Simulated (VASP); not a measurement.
Input of a VASP 6.6.1 run:

The input POSCAR:

```
Be
1.0
    2.2634085221      0.0000000000      0.0000000000
   -1.1317042610      1.9601692792      0.0000000000
    0.0000000000      0.0000000000      3.5648760454
Be
2
Direct
    0.3333333333      0.6666666667      0.2500000000
    0.6666666667      0.3333333333      0.7500000000
```

The input INCAR.step1:

```
ALGO = Normal ; EDIFF = 1E-4
ENCUT = 520 ; GGA = PE
ISMEAR = -1 ; LASPH = T
LCHARG = F ; LREAL = F
LWAVE = T ; NBANDS = 9
NELM = 80 ; PREC = Accurate
SIGMA = 0.05
```

File INCAR.step2:

```
ALGO = Normal ; EDIFF = 1E-6
ENCUT = 520 ; ISIF = 2
ISMEAR = -1 ; ISTART = 1
LASPH = T ; LCHARG = F
LMIXTAU = T ; LREAL = F
LWAVE = F ; METAGGA = R2SCAN
NBANDS = 9 ; NELM = 80
PREC = Accurate ; SIGMA = 0.05
```

The input KPOINTS:

```
k-points
0
Gamma
  24 24 14
```

Potentials or basis: VASP PAW PBE potentials, release 64 (Be).

Launch:

```console
$ cat potpaw_PBE.64/Be/POTCAR > POTCAR
$ cp INCAR.step1 INCAR
$ mpirun -np 1 vasp_std > vasp.out
$ cp INCAR.step2 INCAR
$ mpirun -np 1 vasp_std > vasp.out
```

Task: Predict the band gap on the k mesh.

Result: Zero (band 2 reaches 8.19 eV, above the bottom of band 3 at 5.98 eV).

Task: Estimate the pressure.

Result: 0.2 GPa.

Stress tensor (GPa, compression positive):
```
0.16 0.00 0.00
0.00 0.16 0.00
0.00 0.00 0.26
```

Caveat: the PAW data sets were made with another functional, which shifts forces and pressure a little.
